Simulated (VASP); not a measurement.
Ti, 1 atom in the cell. It takes space group Im-3m (No. 229, cubic). The conventional cell has a = 3.189 Å, b = 3.189 Å, c = 3.189 Å, α = 90.00°, β = 90.00°, γ = 90.00°. Ti (site symmetry m-3m) has 14 Ti at 2.76 to 3.19 Å within 3.6 Å. 

```yaml
Program: VASP 6.6.1
Task: single point
Functional: PBEsol
Potentials_or_basis: VASP PAW PBE potentials, release 64 (Ti_sv)
Cutoff: 520 eV
k_mesh: 18 × 18 × 18
Occupations: methfessel-paxton, width 0.05 eV
Spin: no spin polarisation
Dipole_correction: no
Further_INCAR_settings: ALGO = Normal; EDIFF = 1e-07; NBANDS = 12
```

Potentials or basis: VASP PAW PBE potentials, release 64 (Ti_sv).

Launch:

```console
$ cat potpaw_PBE.64/Ti_sv/POTCAR > POTCAR
$ mpirun -np 1 vasp_std > vasp.out
```

Hardware: 1 thread of AMD EPYC 7R13, on a shared host.

Q: Estimate the wall time of this run.

A: Wall time 110 s on 1 thread of AMD EPYC 7R13, with other jobs on the host, peak memory 0.14 GiB. Counts: scf iterations 14, k points 195.
